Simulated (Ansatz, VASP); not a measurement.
**One calculation of Si, two programs**

```
Si
1.0
     0.00000    2.71500    2.71500
     2.71500    0.00000    2.71500
     2.71500    2.71500    0.00000
Si
2
Direct
  0.50000 0.50000 0.50000
  0.75000 0.75000 0.75000
```

Alike in both runs: task single point; functional r2SCAN; k mesh 12 × 12 × 12; occupations gaussian, width 0.05 eV; no spin polarisation.

|  | VASP | Ansatz |
| --- | --- | --- |
| version | VASP 6.6.1 | Ansatz 0.2.0 |
| potentials or method | VASP PAW PBE potentials, release 64 (Si), cutoff 520 eV | scalar-relativistic, plane waves, PAW |
| valence electrons in the cell | 8 | 8 |

Ansatz gave:

| Quantity | Value |
| --- | --- |
| gap on the k mesh at the Fermi level (eV) | 0.76 |
| least direct gap on the mesh (eV) | 2.74 |
| pressure (GPa) | 0.8 |

Estimate VASP's values.

gap on the k mesh at the Fermi level (eV): 0.77; least direct gap on the mesh (eV): 2.76; pressure (GPa): 0.5.

VASP's potentials were made for PBE, not for r2SCAN.
